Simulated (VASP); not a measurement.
A run of VASP 6.6.1 is set up as follows.

The input POSCAR:

```
Ta3W
1.0
    0.0000000000      3.2631377816      3.2631377816
    3.2631377816      0.0000000000      3.2631377816
    3.2631377816      3.2631377816      0.0000000000
Ta W
3 1
Direct
    0.2500000000      0.2500000000      0.2500000000
    0.7500000000      0.7500000000      0.7500000000
    0.5000000000      0.5000000000      0.5000000000
    0.0000000000      0.0000000000      0.0000000000
```

INCAR.step1

```
SYSTEM = Ta3W
ALGO = Normal
EDIFF = 1E-4
ENCUT = 520
GGA = PE
ISMEAR = 0
LASPH = .TRUE.
LCHARG = .FALSE.
LREAL = .FALSE.
LWAVE = .TRUE.
NBANDS = 32
NELM = 60
PREC = Accurate
SIGMA = 0.1
```

Contents of INCAR.step2:

```
SYSTEM = Ta3W
ALGO = Normal
EDIFF = 1E-6
ENCUT = 520
ISIF = 2
ISMEAR = 0
ISTART = 1
LASPH = .TRUE.
LCHARG = .FALSE.
LMIXTAU = .TRUE.
LREAL = .FALSE.
LWAVE = .FALSE.
METAGGA = R2SCAN
NBANDS = 32
NELM = 60
PREC = Accurate
SIGMA = 0.1
```

The input KPOINTS:

```
k-points
0
G
  12 12 12
  0 0 0
```

Potentials or basis: VASP PAW PBE potentials, release 64 (Ta_pv, W_sv).

Run with:

```bash
$ cat potpaw_PBE.64/Ta_pv/POTCAR potpaw_PBE.64/W_sv/POTCAR > POTCAR
$ cp INCAR.step1 INCAR
$ mpirun -np 1 vasp_std > vasp.out
$ cp INCAR.step2 INCAR
$ mpirun -np 1 vasp_std > vasp.out
```

Predict the pressure.

0.8 GPa.

Caveat: the PAW data sets were made with another functional, which shifts forces and pressure a little.
